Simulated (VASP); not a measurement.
# LiCuAuO2 (R3m) in VASP: single point with LDA

Aim: the single point of LiCuAuO2 with LDA.

Everything below comes from runs of VASP 6.6.1. Logs are shortened: lines on timing, memory, paths and dates and some standing lists are left out, and cuts for length are marked.

**1. The cell of the first run**

It takes space group R3m (No. 160, trigonal). The conventional cell has a = 3.274 Å, b = 3.274 Å, c = 19.256 Å, α = 90.00°, β = 90.00°, γ = 120.00°. Li (site symmetry 3m) has 4 O at 1.90 to 2.44 Å and 3 Cu at 2.59 Å and 3 Au at 2.68 Å within 2.7 Å. Cu (site symmetry 3m) has 6 O at 2.01 to 2.46 Å and 3 Li at 2.59 Å within 2.7 Å. Au (site symmetry 3m) has 2 O at 2.07 to 2.10 Å and 3 Li at 2.68 Å within 2.7 Å. Within 2.7 Å of O (site symmetry 3m) lie 3 Cu at 2.01 Å and 1 Au at 2.07 Å and 1 Li at 2.44 Å. Within 2.5 Å of O (site symmetry 3m) lie 3 Li at 1.90 Å and 1 Au at 2.10 Å and 3 Cu at 2.46 Å.

**2. Single point, LDA**

The input, INCAR:

```
PREC     = Accurate       # precision mode
ENCUT    = 520            # plane-wave cutoff, eV
EDIFF    = 1E-6           # SCF threshold, eV
ISMEAR   = 1              # smearing method
SIGMA    = 0.1            # smearing width, eV
LREAL    = False          # projectors in reciprocal space
LASPH    = True           # aspherical terms in the spheres
NELM     = 100            # most SCF steps
ALGO     = Normal         # electronic algorithm
ISIF     = 2              # what is computed and relaxed
LWAVE    = False          # write WAVECAR
LCHARG   = False          # write CHGCAR
NBANDS   = 26             # bands
```

The input, KPOINTS:

```
Automatic mesh
0
Gamma
  8 8 8
```

The input, POSCAR:

```
LiCuAuO2
1.0
    1.6371990000      0.9452380000      6.4188160000
   -1.6371990000      0.9452380000      6.4188160000
    0.0000000000     -1.8904750000      6.4188160000
Li Cu Au O
1 1 1 2
Direct
    0.7572590000      0.7572590000      0.7572590000
    0.5158030000      0.5158030000      0.5158030000
    0.9917940000      0.9917940000      0.9917940000
    0.8842220000      0.8842220000      0.8842220000
    0.1009220000      0.1009220000      0.1009220000
```

Potentials or basis: VASP PAW LDA potentials, release 64 (Li_sv, Cu, Au, O).

Launch:

```sh
$ cat potpaw_LDA.64/Li_sv/POTCAR potpaw_LDA.64/Cu/POTCAR potpaw_LDA.64/Au/POTCAR potpaw_LDA.64/O/POTCAR > POTCAR
$ mpirun -np 1 vasp_std > vasp.out
```

OUTCAR:

```text
PREC = Accurate
   ENCUT = 520
   EDIFF = 1E-6
   ISMEAR = 1
   LREAL = False
   LASPH = True
   NELM = 100
   ISIF = 2

 ion  position               nearest neighbor table
   1  0.757  0.757  0.757-   5 1.90   5 1.90   5 1.90   2 2.59   2 2.59   2 2.59   3 2.68   3 2.68
                             3 2.68
   2  0.516  0.516  0.516-   4 2.01   4 2.01   4 2.01   1 2.59   1 2.59   1 2.59
   3  0.992  0.992  0.992-   4 2.07   5 2.10   1 2.68   1 2.68   1 2.68
   4  0.884  0.884  0.884-   2 2.01   2 2.01   2 2.01   3 2.07
   5  0.101  0.101  0.101-   1 1.90   1 1.90   1 1.90   3 2.10

  LATTYP: Found a trigonal (rhomboedric) cell.
 ALAT       =     6.6914194521
 COS(alpha) =     0.8802717345

  Lattice vectors:

 A1 = (   1.6371990000,   0.9452380000,   6.4188160000)
 A2 = (  -1.6371990000,   0.9452380000,   6.4188160000)
 A3 = (   0.0000000000,  -1.8904750000,   6.4188160000)

Analysis of symmetry for initial positions (statically):
=====================================================================
 Subroutine PRICEL returns:
 Original cell was already a primitive cell.

 Routine SETGRP: Setting up the symmetry group for a
 trigonal (rhombohedral) supercell.

 Subroutine GETGRP returns: Found  6 space group operations
 (whereof  6 operations were pure point group operations)
 out of a pool of 12 trial point group operations.

The static configuration has the point symmetry C_3v.

Analysis of symmetry for dynamics (positions and initial velocities):
=====================================================================
 Subroutine PRICEL returns:
 Original cell was already a primitive cell.

 Routine SETGRP: Setting up the symmetry group for a
 trigonal (rhombohedral) supercell.

 Subroutine GETGRP returns: Found  6 space group operations
 (whereof  6 operations were pure point group operations)
 out of a pool of 12 trial point group operations.

The dynamic configuration has the point symmetry C_3v.

 Subroutine INISYM returns: Found  6 space group operations
 (whereof  6 operations are pure point group operations),
 and found     1 'primitive' translations

----------------------------------------------------------------------------------------

                                     Primitive cell

  volume of cell :      59.6003

[... 80 lines left out ...]
   dimension x,y,z NGXF=   100 NGYF=  100 NGZF=  100
   ions per type =               1   1   1   2
   NGX,Y,Z   is equivalent  to a cutoff of  12.42, 12.42, 12.42 a.u.
   NGXF,Y,Z  is equivalent  to a cutoff of  24.84, 24.84, 24.84 a.u.
 SYSTEM =  unknown system
   PREC   = accura    normal or accurate (medium, high low for compatibility)
   ISTART =      0    job   : 0-new  1-cont  2-samecut
   ICHARG =      2    charge: 1-file 2-atom 10-const
   ISPIN  =      1    spin polarized calculation?
   LNONCOLLINEAR =      F non collinear calculations
   LSORBIT =      F    spin-orbit coupling
   LASPH  =      T    aspherical Exc in radial PAW
   ENCUT  =  520.0 eV  38.22 Ry    6.18 a.u.  12.44 12.44 12.44*2*pi/ulx,y,z
   NELM   =    100;   NELMIN=  2; NELMDL= -5     # of ELM steps
   EDIFF  = 0.1E-05   stopping-criterion for ELM
   LREAL  =      F    real-space projection
[... 7 lines left out ...]
   TEBEG  =    0.0;   TEEND  =   0.0 temperature during run
   PSTRESS=    0.0 pullay stress
   NELECT =      37.0000    total number of electrons
   NUPDOWN=      -1.0000    fix difference up-down
   EMIN   =  10.00;   EMAX   =-10.00  energy-range for DOS
   EFERMI =   0.00;   METHOD = LEGACY
   ISMEAR =     1;   SIGMA  =   0.10  broadening in eV -4-tet -1-fermi 0-gaus
   EFERMI_NEDOS =   21; number of points for ismear=-14 and -15
   IALGO  =     38    algorithm
   IMIX   =      4    mixing-type and parameters
     AMIX     =   0.40;   BMIX     =  1.00
     AMIX_MAG =   1.60;   BMIX_MAG =  1.00
  volume/ion in A,a.u.               =      11.92        80.44
  Fermi-wavevector in a.u.,A,eV,Ry     =   1.396559  2.639113 26.536478  1.950376
  Thomas-Fermi vector in A             =   2.519901
   LORBIT       =      0    0 simple, 1 ext, 2 COOP (PROOUT), +10 PAW based schemes
   GGA     = CA    functional components
   LHFCALC =     F    Hartree Fock is set to
   AEXX    =    0.0000 exact exchange contribution
   IVDW    =     0    specifies the selected vdW correction
   LEPSILON=     F    determine dielectric tensor
   LRPA    =     F    only Hartree local field effects (RPA)
 non-spin polarized calculation
 Methfessel and Paxton  Order N= 1 SIGMA  =   0.10
  energy-cutoff  :      520.00
  volume of cell :       59.60
 maximum number of plane-waves:      1626
 NGX is ok and might be reduce to    50
   NGX = 25   NGY = 25   NGZ = 25

 number of electron      37.0000001 magnetization

 Free energy of the ion-electron system (eV)
  ---------------------------------------------------
  ext. energy  EPLUGINS =         0.00000000
  ---------------------------------------------------
  free energy    TOTEN  =       -25.99340974 eV

  energy without entropy =      -25.99092822  energy(sigma->0) =      -25.99258256

 E-fermi :   4.1089     XC(G=0): -11.4869

 val. band max:        4.1072615868   @ k =   0.3750   0.3750   0.2500
 cond. band min:       4.1230925786   @ k =   0.3750   0.2500   0.0000
 fundamental gap:      0.0158309918
 Fermi energy:         4.1088628106

 k-point     1 :       0.0000    0.0000    0.0000
  band No.  band energies     occupation
      1     -38.4509      2.00000
      2     -14.2802      2.00000
      3     -12.7274      2.00000
      4      -2.9180      2.00000
      5      -0.9847      2.00000
      6      -0.7126      2.00000
[... 685 lines left out ...]
     25      15.1729      0.00000
     26      16.3445      0.00000

 [... further k-points ...]
[... 5 lines left out ...]
  --------------------------------------------------------------------------------------
  -------------------------------------------------------------------------------------
  Total       -3.8524720     -3.8524751     -5.6066416      0.0000000     -0.0000003      0.0000000
  in kB     -103.5622331   -103.5623171   -150.7178575      0.0000000     -0.0000078      0.0000000
  external PRESSURE =    -119.2808026 kB  Pullay stress =       0.0000000 kB

 VOLUME and BASIS-vectors are now :
 -----------------------------------------------------------------------------
  energy-cutoff  :      520.00
  volume of cell :       59.60
      direct lattice vectors                 reciprocal lattice vectors
     1.637199000  0.945238000  6.418816000     0.305399649  0.176322498  0.051930648
    -1.637199000  0.945238000  6.418816000    -0.305399649  0.176322498  0.051930648
     0.000000000 -1.890475000  6.418816000     0.000000000 -0.352644996  0.051930676

 POSITION                                       TOTAL-FORCE (eV/Angst)
 -----------------------------------------------------------------------------------
      0.00000      0.00000     14.58212         0.000000      0.000000      0.097808
      0.00000      0.00000      9.93253         0.000000      0.000000      0.385802
      0.00000      0.00000     19.09843         0.000000     -0.000000     -0.028859
      0.00000      0.00000     17.02697         0.000000      0.000000      0.088477
      0.00000      0.00000      1.94340         0.000000     -0.000000     -0.543229
 -----------------------------------------------------------------------------------
    total drift:                               -0.000000     -0.000008     -0.002672

  FREE ENERGIE OF THE ION-ELECTRON SYSTEM (eV)
  ---------------------------------------------------
  free  energy   TOTEN  =       -25.9934097360 eV

  energy  without entropy=      -25.9909282229  energy(sigma->0) =      -25.99258256
```

OSZICAR:

```text
N       E                     dE             d eps       ncg     rms          rms(c)
DAV:   1     0.330075160008E+03    0.33008E+03   -0.17599E+04  3436   0.175E+03
DAV:   2     0.524686500904E+01   -0.32483E+03   -0.30654E+03  3608   0.412E+02
DAV:   3    -0.295426798015E+02   -0.34790E+02   -0.33657E+02  4440   0.135E+02
DAV:   4    -0.325183482686E+02   -0.29757E+01   -0.29526E+01  5920   0.288E+01
DAV:   5    -0.325984571162E+02   -0.80109E-01   -0.79865E-01  4600   0.472E+00    0.194E+01
DAV:   6    -0.308043677590E+02    0.17941E+01   -0.62441E+01  4352   0.145E+02    0.141E+01
DAV:   7    -0.263387349694E+02    0.44656E+01   -0.15549E+01  4766   0.122E+02    0.101E+01
DAV:   8    -0.260731926165E+02    0.26554E+00   -0.20569E+00  4562   0.132E+01    0.579E+00
DAV:   9    -0.260310377515E+02    0.42155E-01   -0.48585E-01  5512   0.133E+01    0.180E+00
DAV:  10    -0.260353025331E+02   -0.42648E-02   -0.51236E-01  4944   0.210E+01    0.155E+00
DAV:  11    -0.260036262041E+02    0.31676E-01   -0.37523E-02  4760   0.693E+00    0.755E-01
DAV:  12    -0.259937452374E+02    0.98810E-02   -0.16928E-02  4934   0.463E+00    0.216E-01
DAV:  13    -0.259938000251E+02   -0.54788E-04   -0.44329E-03  5390   0.158E+00    0.178E-01
DAV:  14    -0.259935376510E+02    0.26237E-03   -0.17799E-03  4790   0.159E+00    0.123E-01
DAV:  15    -0.259934149528E+02    0.12270E-03   -0.40325E-04  5164   0.542E-01    0.330E-02
DAV:  16    -0.259934167514E+02   -0.17987E-05   -0.42190E-05  4936   0.204E-01    0.246E-02
DAV:  17    -0.259934105310E+02    0.62205E-05   -0.28974E-05  4490   0.217E-01    0.962E-03
DAV:  18    -0.259934097360E+02    0.79496E-06   -0.29314E-06  3210   0.511E-02
   1 F= -.25993410E+02 E0= -.25992583E+02  d E =-.248151E-02
```

stdout:

```text
POSCAR found type information on POSCAR LiCuAuO
 POSCAR found :  4 types and       5 ions
 scaLAPACK will be used
 LDA part: xc-table for (Slater(with rela. corr.)+CA(PZ))
 , standard interpolation
 POSCAR, INCAR and KPOINTS ok, starting setup
 FFT: planning ... GRIDC
 FFT: planning ... GRID_SOFT
 FFT: planning ... GRID
 WAVECAR not read
 entering main loop
```

It took 7.2 min on 1 thread of AMD EPYC 7R13, shared host; peak memory 0.33 GiB.

What came out:

| Property | Result |
| --- | --- |
| Free energy | -25.9934 eV |
| Largest force | 0.543 eV/Å |
| Band gap on the k mesh | zero (an odd number of electrons rules out a gap without spin polarisation) |

Forces in eV/Å, atoms in the order of the input:
```
Li   0.000  0.000  0.098
Cu   0.000  0.000  0.386
Au   0.000  0.000 -0.029
O    0.000  0.000  0.088
O    0.000  0.000 -0.543
```

Caveat: the cutoff is under 1.25 times the usual one of these potentials, so pressure, stress and relaxed cells hold a basis-set (Pulay) error; spin-orbit coupling is left out, which moves the levels of the heavy elements; an odd number of electrons without spin polarisation forces a metal; a magnetic or distorted state may lie lower. With open d or f shells a metallic result of LDA can be an artefact of self-interaction; +U or a hybrid may open a gap.
